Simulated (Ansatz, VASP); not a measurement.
**One calculation of PbO, two programs**

```xyz
2
Lattice="0.0000 2.5790 2.5790 2.5790 0.0000 2.5790 2.5790 2.5790 0.0000" Properties=species:S:1:pos:R:3 pbc="T T T"
Pb    0.0000    0.0000    0.0000
O     2.5790    2.5790    2.5790
```

Change from the starting cell: volume scaled by 0.9405, PAW files.

Alike in both runs: task electric field gradients; functional PBE; k mesh 12 × 12 × 12; occupations fermi-dirac, width 0.05 eV; no spin polarisation.

|  | VASP | Ansatz |
| --- | --- | --- |
| version | VASP 6.6.1 | Ansatz 0.2.0 |
| potentials or method | VASP PAW PBE potentials, release 64 (Pb_d, O) | PAW with Ansatz's default frozen-core files, scalar-relativistic |
| plane-wave cutoff (eV) | 520 | 420 |
| valence electrons in the cell | 20 | 20 |

```tsv
	VASP	Ansatz	Ansatz less VASP
pressure (GPa)	6.1	6.1	+0.04
```

Spin-orbit coupling is off throughout.
